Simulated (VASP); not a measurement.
# Mg7FeO8 (a cell with a defect): single point with LDA

The system is Mg7FeO8 (a cell with a defect).

```
CELL_PARAMETERS angstrom
8.55000 0.00000 0.00000
0.00000 4.27500 0.00000
0.00000 0.00000 4.27500
ATOMIC_POSITIONS crystal
Mg 0.00000 0.00000 0.00000
Mg 0.50000 0.00000 0.00000
Mg 0.50000 0.50000 0.50000
Mg 0.25000 0.00000 0.50000
Mg 0.75000 0.00000 0.50000
Mg 0.25000 0.50000 0.00000
Mg 0.75000 0.50000 0.00000
O 0.25000 0.00000 0.00000
O 0.75000 0.00000 0.00000
O 0.25000 0.50000 0.50000
O 0.75000 0.50000 0.50000
O 0.00000 0.00000 0.50000
O 0.50000 0.00000 0.50000
O 0.00000 0.50000 0.00000
O 0.50000 0.50000 0.00000
Fe 0.00000 0.50000 0.50000
```

```yaml
Program: VASP 6.6.1
Task: single point
Functional: LDA
Potentials_or_basis: VASP PAW LDA potentials, release 64 (Mg, O, Fe)
Cutoff: 520 eV
k_mesh: 1 × 2 × 2
Occupations: gaussian, width 0.01 eV
Spin: collinear spin, ferromagnetic start
Starting_moments: "[0.0, 0.0, 0.0, 0.0, 0.0, 0.0, 0.0, 0.0, 0.0, 0.0, 0.0, 0.0, 0.0, 0.0, 0.0, 4.0] μB"
Dipole_correction: no
Further_INCAR_settings: LREAL = Auto; ALGO = Normal; EDIFF = 1e-06; NBANDS = 53; ISYM = 0
```

```json
{
  "Pressure": "-14.3 GPa",
  "Largest force": "0.663 eV/Å",
  "Net moment": "3.50 μB per cell",
  "Site moments": "Mg -0.00, +0.01; O +0.00, +0.05, +0.07, +0.01; Fe +3.16 μB",
  "Valence electrons inside the program's atomic spheres": "Mg 0.39; O 5.04, 5.03, 5.00; Fe 6.88"
}
```

Forces on the atoms (eV/Å):
```
Mg   0.000  0.000  0.000
Mg   0.000  0.000  0.000
Mg   0.000  0.000  0.000
Mg  -0.044  0.000  0.000
Mg   0.044  0.000  0.000
Mg  -0.044  0.000  0.000
Mg   0.044  0.000  0.000
O   -0.108  0.000  0.000
O    0.108  0.000  0.000
O    0.663  0.000  0.000
O   -0.663  0.000  0.000
O    0.000  0.000  0.000
O    0.000  0.000  0.000
O    0.000  0.000  0.000
O    0.000  0.000  0.000
Fe   0.000  0.000  0.000
```

Stress tensor (GPa, compression positive):
```
-11.48   0.00   0.00
  0.00 -15.67   0.00
  0.00   0.00 -15.67
```

Levels at points of the mesh, in eV from the Fermi level:
Spin up:
| k point | band 35 | band 36 | band 37 | band 38 | band 39 | band 40 |
| --- | --- | --- | --- | --- | --- | --- |
| (0.00, 0.00, 0.00) | -2.29 | -2.29 | -1.50 | 1.16 | 4.49 | 4.52 |
| (0.00, 0.50, 0.00) | -2.09 | -1.84 | -0.29 | 4.47 | 4.54 | 5.90 |
| (0.00, 0.00, 0.50) | -2.09 | -1.84 | -0.29 | 4.47 | 4.54 | 5.90 |
| (0.00, 0.50, 0.50) | -1.78 | -0.35 | 0.20 | 4.43 | 4.43 | 4.48 |
Spin down:
```
           k point  band 30  band 31  band 32  band 33  band 34  band 35  band 36  band 37
(0.00, 0.00, 0.00)    -3.00    -3.00    -3.00    -0.68    -0.10    -0.10     0.36     1.23
(0.00, 0.50, 0.00)    -3.65    -3.58    -3.57    -0.06     0.14     0.50     0.74     2.12
(0.00, 0.00, 0.50)    -3.65    -3.58    -3.57    -0.06     0.14     0.50     0.74     2.12
(0.00, 0.50, 0.50)    -3.54    -3.54    -3.54     0.48     0.52     0.52     2.14     2.48
```

It took 71 s on 1 thread of Intel(R) Xeon(R) 6975P-C (Granite Rapids), on a shared host, peak memory 0.23 GiB.

Caveat: the k points lie up to 0.73 Å⁻¹ apart; semilocal functionals often make such compounds metallic where correlation or magnetic order opens a gap, which also shifts bond lengths; only a ferromagnetic start was run, and an antiferromagnetic order may lie lower in energy. With open d or f shells a metallic result of LDA can be an artefact of self-interaction; +U or a hybrid may open a gap.
